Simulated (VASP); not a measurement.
Runs of VASP 6.6.1 on Ba2Au3. The structure is that of space group Pm-3m (No. 221), or close to it. The cells are those of the table. The cell was generated, and may not be a known phase.

```csv
task,cell,k mesh,cutoff (eV),gap on the mesh (eV),pressure (GPa)
single point,"a = 5.917 Å, 5 atoms",6 × 6 × 6,520,none,(a)
single point,"a = 5.917 Å, 5 atoms",4 × 4 × 4,520,none,0.7
single point,"a = 5.268 Å, 5 atoms",4 × 4 × 4,520,none,19.4
relaxation of cell and atoms,"relaxed from a = 5.268 Å, 5 atoms",4 × 4 × 4,600,none,-0.1
```

Alike in all rows: level PBE; potentials or basis VASP PAW PBE potentials, release 64 (Ba_sv, Au); no spin polarisation; smearing gaussian 0.1 eV.

Task: Estimate the missing entries.

Result: (a) 0.5.

Caveats: spin-orbit coupling is left out, which moves the levels of the heavy elements; the cell stands under pressure (at least some runs).

A k mesh can miss the band edges, and the runs leave out spin-orbit coupling on Au, Ba.

A gap of «none» marks levels without a gap at the run's occupations.
